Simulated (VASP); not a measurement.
# SiRu5 in VASP: relaxation of the atoms with LDA

Aim: the relaxation of the atoms of SiRu5 with LDA.

Program: VASP 6.6.1. These are calculated values, not measurements. Logs are shortened: lines on timing, memory, paths and dates and some standing lists are left out, and cuts for length are marked.

### 1 The cell of the first run

The cell holds a slab with vacuum, 6 atoms: a = 2.674 Å, b = 2.674 Å, c = 23.900 Å, α = 90.00°, β = 90.00°, γ = 120.00°.

### 2 Relaxation of the atoms, LDA

Input file INCAR:

```
SYSTEM = SiRu5
ALGO     = Normal         ! electronic algorithm
DIPOL    = 0.5 0.5 0.386
EDIFF    = 1E-6           ! SCF threshold, eV
EDIFFG   = -0.025         ! ionic threshold
ENCUT    = 520            ! plane-wave cutoff, eV
GGA      = CA             ! functional
IBRION   = 2              ! ionic algorithm
IDIPOL   = 3            
ISIF     = 2              ! what is computed and relaxed
ISMEAR   = 0              ! smearing method
LASPH    = .True.         ! aspherical terms in the spheres
LCHARG   = .False.        ! write CHGCAR
LDIPOL   = .True.       
LREAL    = .False.        ! projectors in reciprocal space
LWAVE    = .False.        ! write WAVECAR
NELM     = 80             ! most SCF steps
NSW      = 36             ! ionic steps
PREC     = Accurate       ! precision mode
SIGMA    = 0.1            ! smearing width, eV
```

Input file KPOINTS:

```
k-points
0
Gamma
  12 12 1
  0 0 0
```

Input file POSCAR:

```
SiRu5
1.0
    2.6740588505      0.0000000000      0.0000000000
   -1.3370294252      2.3158028957      0.0000000000
    0.0000000000      0.0000000000     23.8999247755
Ru Si
5 1
Selective dynamics
Direct
    0.6666666667      0.3333333333      0.1673645435  F F F
    0.3333333333      0.6666666667      0.2557907839  F F F
    0.6666666667      0.3333333333      0.3443582822  F F F
    0.3333333333      0.6666666667      0.4334512798  F F F
    0.6666666667      0.3333333333      0.5188269374  F F F
    1.0000000000      1.0000000000      0.5952189455  F F T
```

Potentials or basis: VASP PAW LDA potentials, release 64 (Ru_pv, Si).

Launch:

```sh
$ cat potpaw_LDA.64/Ru_pv/POTCAR potpaw_LDA.64/Si/POTCAR > POTCAR
$ mpirun -np 1 vasp_std > vasp.out
```

OUTCAR:

```text
SYSTEM = SiRu5
   EDIFF = 1E-6
   EDIFFG = -0.025
   ENCUT = 520
   GGA = CA
   IBRION = 2
   ISIF = 2
   ISMEAR = 0
   LASPH = .True.
   LREAL = .False.
   NELM = 80
   NSW = 36
   PREC = Accurate

 ion  position               nearest neighbor table
   1  0.667  0.333  0.167-   2 2.62   2 2.62   2 2.62
   2  0.333  0.667  0.256-   1 2.62   1 2.62   1 2.62   3 2.62   3 2.62   3 2.62
   3  0.667  0.333  0.344-   2 2.62   2 2.62   2 2.62   4 2.63   4 2.63   4 2.63
   4  0.333  0.667  0.433-   5 2.56   5 2.56   5 2.56   3 2.63   3 2.63   3 2.63
   5  0.667  0.333  0.519-   6 2.39   6 2.39   6 2.39   4 2.56   4 2.56   4 2.56
   6  0.000  0.000  0.595-   5 2.39   5 2.39   5 2.39

  LATTYP: Found a hexagonal cell.
 ALAT       =     2.6740588505
 C/A-ratio  =     8.9376958817

  Lattice vectors:

 A1 = (   2.6740588505,   0.0000000000,   0.0000000000)
 A2 = (  -1.3370294252,   2.3158028957,   0.0000000000)
 A3 = (   0.0000000000,   0.0000000000,  23.8999247755)

Analysis of symmetry for initial positions (statically):
=====================================================================
 Subroutine PRICEL returns:
 Original cell was already a primitive cell.

 Routine SETGRP: Setting up the symmetry group for a
 hexagonal supercell.

 Subroutine GETGRP returns: Found  6 space group operations
 (whereof  6 operations were pure point group operations)
 out of a pool of 24 trial point group operations.

The static configuration has the point symmetry C_3v.

Analysis of symmetry for dynamics (positions and initial velocities):
=====================================================================
 Subroutine PRICEL returns:
 Original cell was already a primitive cell.

 Routine SETGRP: Setting up the symmetry group for a
 hexagonal supercell.

 Subroutine GETGRP returns: Found  6 space group operations
 (whereof  6 operations were pure point group operations)
 out of a pool of 24 trial point group operations.

The dynamic configuration has the point symmetry C_3v.

Analysis of constrained symmetry for selective dynamics:
=====================================================================
 Subroutine PRICEL returns:
 Original cell was already a primitive cell.

 Routine SETGRP: Setting up the symmetry group for a
 hexagonal supercell.

 Subroutine GETGRP returns: Found  6 space group operations
 (whereof  6 operations were pure point group operations)
 out of a pool of 24 trial point group operations.

The constrained configuration has the point symmetry C_3v.

 Subroutine INISYM returns: Found  6 space group operations
 (whereof  6 operations are pure point group operations),
 and found     1 'primitive' translations

----------------------------------------------------------------------------------------

                                     Primitive cell

  volume of cell :     148.0025

  direct lattice vectors                    reciprocal lattice vectors
     2.674058850  0.000000000  0.000000000     0.373963348  0.215907840  0.000000000
    -1.337029425  2.315802896  0.000000000     0.000000000  0.431815679  0.000000000
     0.000000000  0.000000000 23.899924776     0.000000000  0.000000000  0.041841136

  length of vectors
     2.674058850  2.674058850 23.899924776     0.431815679  0.431815679  0.041841136

  position of ions in fractional coordinates (direct lattice)
     0.666666667  0.333333333  0.167364543
     0.333333333  0.666666667  0.255790784
     0.666666667  0.333333333  0.344358282
     0.333333333  0.666666667  0.433451280
     0.666666667  0.333333333  0.518826937
     0.000000000  0.000000000  0.595218946

  ion indices of the primitive-cell ions
   primitive index   ion index
                 1           1
                 2           2
                 3           3
                 4           4
                 5           5
                 6           6

----------------------------------------------------------------------------------------

 KPOINTS: k-points

Automatic generation of k-mesh.
 Grid dimensions read from file:
 generate k-points for:   12   12    1

 Generating k-lattice:

  Cartesian coordinates                     Fractional coordinates (reciprocal lattice)
     0.031163612  0.017992320  0.000000000     0.083333333  0.000000000  0.000000000
     0.000000000  0.035984640  0.000000000     0.000000000  0.083333333  0.000000000
     0.000000000  0.000000000  0.041841136     0.000000000  0.000000000  1.000000000

  Length of vectors
     0.035984640  0.035984640  0.041841136

  Shift w.r.t. Gamma in fractional coordinates (k-lattice)
     0.000000000  0.000000000  0.000000000

 Subroutine IBZKPT returns following result:
 ===========================================

 Found     19 irreducible k-points:

 Following reciprocal coordinates:
            Coordinates               Weight
  0.000000  0.000000  0.000000      1.000000
  0.083333  0.000000  0.000000      6.000000
  0.166667  0.000000  0.000000      6.000000
  0.250000  0.000000  0.000000      6.000000
  0.333333  0.000000  0.000000      6.000000
  0.416667  0.000000  0.000000      6.000000
[... 11 lines left out ...]
  0.333333  0.250000  0.000000     12.000000
  0.333333  0.333333  0.000000      2.000000
   k-points           NKPTS =     19   k-points in BZ     NKDIM =     19   number of bands    NBANDS=     44
   number of dos      NEDOS =    301   number of ions     NIONS =      6
   total plane-waves  NPLWV =  72000
   dimension x,y,z NGX =    20 NGY =   20 NGZ =  180
   dimension x,y,z NGXF=    40 NGYF=   40 NGZF=  360
   ions per type =               5   1
   NGX,Y,Z   is equivalent  to a cutoff of  12.43, 12.43, 12.52 a.u.
   NGXF,Y,Z  is equivalent  to a cutoff of  24.87, 24.87, 25.04 a.u.
 SYSTEM =  SiRu5
   PREC   = accura    normal or accurate (medium, high low for compatibility)
   ISTART =      0    job   : 0-new  1-cont  2-samecut
   ICHARG =      2    charge: 1-file 2-atom 10-const
   ISPIN  =      1    spin polarized calculation?
   LNONCOLLINEAR =      F non collinear calculations
   LSORBIT =      F    spin-orbit coupling
   LASPH  =      T    aspherical Exc in radial PAW
   ENCUT  =  520.0 eV  38.22 Ry    6.18 a.u.   4.97  4.97 44.44*2*pi/ulx,y,z
   NELM   =     80;   NELMIN=  2; NELMDL= -5     # of ELM steps
   EDIFF  = 0.1E-05   stopping-criterion for ELM
   LREAL  =      F    real-space projection
   EDIFFG = -.3E-01   stopping-criterion for IOM
   NSW    =     36    number of steps for IOM
   IBRION =      2    ionic relax: 0-MD 1-quasi-New 2-CG
   NFREE  =      1    steps in history (QN), initial steepest desc. (CG)
   ISIF   =      2    stress and relaxation
   ISYM   =      2    0-nonsym 1-usesym 2-fastsym
   POTIM  = 0.5000    time-step for ionic-motion
   TEBEG  =    0.0;   TEEND  =   0.0 temperature during run
   PSTRESS=    0.0 pullay stress
   NELECT =      74.0000    total number of electrons
   NUPDOWN=      -1.0000    fix difference up-down
   EMIN   =  10.00;   EMAX   =-10.00  energy-range for DOS
   EFERMI =   0.00;   METHOD = LEGACY
   ISMEAR =     0;   SIGMA  =   0.10  broadening in eV -4-tet -1-fermi 0-gaus
   EFERMI_NEDOS =   21; number of points for ismear=-14 and -15
   IALGO  =     38    algorithm
   IMIX   =      4    mixing-type and parameters
     AMIX     =   0.40;   BMIX     =  1.00
     AMIX_MAG =   1.60;   BMIX_MAG =  1.00
  volume/ion in A,a.u.               =      24.67       166.46
  Fermi-wavevector in a.u.,A,eV,Ry     =   1.299359  2.455432 22.971164  1.688333
  Thomas-Fermi vector in A             =   2.430628
   LORBIT       =      0    0 simple, 1 ext, 2 COOP (PROOUT), +10 PAW based schemes
   GGA     = CA    functional components
   LHFCALC =     F    Hartree Fock is set to
   AEXX    =    0.0000 exact exchange contribution
   IVDW    =     0    specifies the selected vdW correction
   LEPSILON=     F    determine dielectric tensor
   LRPA    =     F    only Hartree local field effects (RPA)
 conjugate gradient relaxation of ions
 non-spin polarized calculation
 Gauss-broadening in eV      SIGMA  =   0.10
  energy-cutoff  :      520.00
  volume of cell :      148.00
 maximum number of plane-waves:      4053
 NGX is ok and might be reduce to    20
   NGX =  9   NGY =  9   NGZ = 89

--------------------------------------- Ionic step        1  -------------------------------------------

 number of electron      73.9999990 magnetization

 Free energy of the ion-electron system (eV)
  ---------------------------------------------------
  ext. energy  EPLUGINS =         0.00000000
  ---------------------------------------------------
  free energy    TOTEN  =       -57.54624572 eV

  energy without entropy =      -57.52337200  energy(sigma->0) =      -57.53480886

------------------------ aborting loop because EDIFF is reached ----------------------------------------

  FORCE on cell =-STRESS in cart. coord.  units (eV):
  Direction    XX          YY          ZZ          XY          YZ          ZX
  --------------------------------------------------------------------------------------
  -------------------------------------------------------------------------------------
  Total        0.5073942      0.5073942      4.4759695      0.0000000      0.0000000      0.0000000
  in kB        5.4927136      5.4927136     48.4538863      0.0000000      0.0000000      0.0000000
  external PRESSURE =      19.8131045 kB  Pullay stress =       0.0000000 kB
[... 61 lines left out ...]
  FREE ENERGIE OF THE ION-ELECTRON SYSTEM (eV)
  ---------------------------------------------------
  free  energy   TOTEN  =       -57.6993308002 eV

  energy  without entropy=      -57.6754808934  energy(sigma->0) =      -57.68740585

 dipolmoment           0.000000      0.000000      0.003896 electrons x Angstroem

--------------------------------------- Ionic step        3  -------------------------------------------

 number of electron      73.9999990 magnetization

------------------------ aborting loop because EDIFF is reached ----------------------------------------

  FORCE on cell =-STRESS in cart. coord.  units (eV):
  Direction    XX          YY          ZZ          XY          YZ          ZX
  --------------------------------------------------------------------------------------
  -------------------------------------------------------------------------------------
  Total       -1.2235410     -1.2235410     -0.1749283     -0.0000000      0.0000000     -0.0000000
  in kB      -13.2452453    -13.2452453     -1.8936585     -0.0000000      0.0000000     -0.0000000
  external PRESSURE =      -9.4613831 kB  Pullay stress =       0.0000000 kB
[... 25 lines left out ...]
  energy  without entropy=      -57.7220113097  energy(sigma->0) =      -57.73464759

--------------------------------------- Ionic step        4  -------------------------------------------

 number of electron      73.9999990 magnetization

 dipolmoment           0.000000      0.000000     -0.009956 electrons x Angstroem

 Free energy of the ion-electron system (eV)
  ---------------------------------------------------
  ext. energy  EPLUGINS =         0.00000000
  ---------------------------------------------------
  free energy    TOTEN  =       -57.74767240 eV

  energy without entropy =      -57.72232529  energy(sigma->0) =      -57.73499884

 E-fermi :   4.4509     XC(G=0):  -8.3187

 val. band max:        4.4420492764   @ k =   0.2500   0.0833   0.0000
 cond. band min:       4.4512012625   @ k =   0.3333   0.0833   0.0000
 fundamental gap:      0.0091519861
 Fermi energy:         4.4509356646

 k-point     1 :       0.0000    0.0000    0.0000
  band No.  band energies     occupation
      1     -39.1266      2.00000
      2     -38.8561      2.00000
      3     -38.4200      2.00000
      4     -38.1448      2.00000
      5     -38.1448      2.00000
      6     -38.0909      2.00000
[... 882 lines left out ...]
     43       5.7448      0.00000
     44       9.4319      0.00000

------------------------ aborting loop because EDIFF is reached ----------------------------------------

 vacuum level on the upper side and lower side of the slab       (xc-potential included)        -0.332        -0.041

  FORCE on cell =-STRESS in cart. coord.  units (eV):
  Direction    XX          YY          ZZ          XY          YZ          ZX
  --------------------------------------------------------------------------------------
  -------------------------------------------------------------------------------------
  Total       -1.2805539     -1.2805539     -0.3460791     -0.0000000      0.0000000      0.0000000
  in kB      -13.8624297    -13.8624297     -3.7464235     -0.0000000      0.0000000      0.0000000
  external PRESSURE =     -10.4904276 kB  Pullay stress =       0.0000000 kB

 VOLUME and BASIS-vectors are now :
 -----------------------------------------------------------------------------
  energy-cutoff  :      520.00
  volume of cell :      148.00
      direct lattice vectors                 reciprocal lattice vectors
     2.674058850  0.000000000  0.000000000     0.373963348  0.215907840  0.000000000
    -1.337029425  2.315802896  0.000000000     0.000000000  0.431815679  0.000000000
     0.000000000  0.000000000 23.899924776     0.000000000  0.000000000  0.041841136
[... 12 lines left out ...]
  FREE ENERGIE OF THE ION-ELECTRON SYSTEM (eV)
  ---------------------------------------------------
  free  energy   TOTEN  =       -57.7476723959 eV

  energy  without entropy=      -57.7223252937  energy(sigma->0) =      -57.73499884

 reached required accuracy - stopping structural energy minimisation

 vacuum level on the upper side and lower side of the slab         9.451         9.751
```

Wall time 20 min (1 thread of Intel Xeon 8259CL, shared host); peak memory 0.27 GiB.

What came out:

```yaml
Free_energy: -57.7477 eV
Energy_gained_by_relaxing: 33.6 meV/atom
Ionic_steps: 4
Band_gap_on_the_k_mesh: zero (bands 37 and 38 overlap by 2.55 eV)
```

The path:
```tsv
step	energy change (eV)	largest force on free atoms (eV/Å)	pressure (GPa)
1	0.0000	2.1024	1.98
2	-0.1531	0.9456	0.31
3	-0.2010	0.0776	-0.95
4	-0.2014	0.0114	-1.05
```

Final structure:
```
Ru Si
1.0
     2.67406    0.00000    0.00000
    -1.33703    2.31580    0.00000
     0.00000    0.00000   23.89992
Ru Si
5 1
Cartesian
  1.3370 0.7719 4.0000
  0.0000 1.5439 6.1134
  1.3370 0.7719 8.2301
  0.0000 1.5439 10.3595
  1.3370 0.7719 12.3999
  0.0000 0.0000 14.4333
```

Levels at points of the mesh, in eV from the Fermi level:
| k point | band 33 | band 34 | band 35 | band 36 | band 37 | band 38 | band 39 | band 40 | band 41 | band 42 |
| --- | --- | --- | --- | --- | --- | --- | --- | --- | --- | --- |
| (0.00, 0.00, 0.00) | -2.08 | -2.03 | -2.03 | -1.10 | -1.10 | -0.49 | -0.32 | -0.32 | 0.52 | 0.52 |
| (0.50, 0.00, 0.00) | -0.76 | 0.39 | 0.52 | 0.92 | 1.46 | 1.56 | 1.69 | 1.82 | 1.92 | 2.20 |
